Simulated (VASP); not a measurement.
# H: single point with PBE

Crystal: H.

```
H
1.0
    -1.69153    1.69153    2.05847
     1.69153   -1.69153    2.05847
     1.69153    1.69153   -2.05847
H
2
Direct
  0.90986 0.90986 0.00000
  0.09014 0.09014 0.00000
```

```yaml
Program: VASP 6.6.1
Task: single point
Functional: PBE
Potentials_or_basis: VASP PAW PBE potentials, release 64 (H)
Cutoff: 520 eV
k_mesh: 12 × 12 × 12
Occupations: fermi-dirac, width 0.01 eV
Spin: no spin polarisation
```

The pressure is 0.6 GPa, the largest force is 0.264 eV/Å and the band gap on the k mesh is 8.94 eV, indirect (least direct gap 9.74 eV).

Forces on the atoms (eV/Å):
```
H    0.000  0.000 -0.264
H    0.000  0.000  0.264
```

Stress tensor (GPa, compression positive):
```
0.19 0.00 0.00
0.00 0.19 0.00
0.00 0.00 1.51
```

Levels at points of the mesh, in eV from the valence-band top:
```tsv
k point	band 1	band 2	band 3	band 4
(0.00, 0.00, 0.00)	-2.37	13.60	17.09	23.54
(0.50, 0.00, 0.00)	-0.81	8.94	16.96	18.79
(0.50, 0.50, 0.00)	-0.60	10.71	14.06	16.26
(0.50, 0.50, 0.50)	0.00	10.15	15.58	16.16
```

It took 7 s on 1 thread of Intel(R) Xeon(R) 6975P-C (Granite Rapids) (shared host), peak memory 0.14 GiB.

A k mesh can miss the band edges.
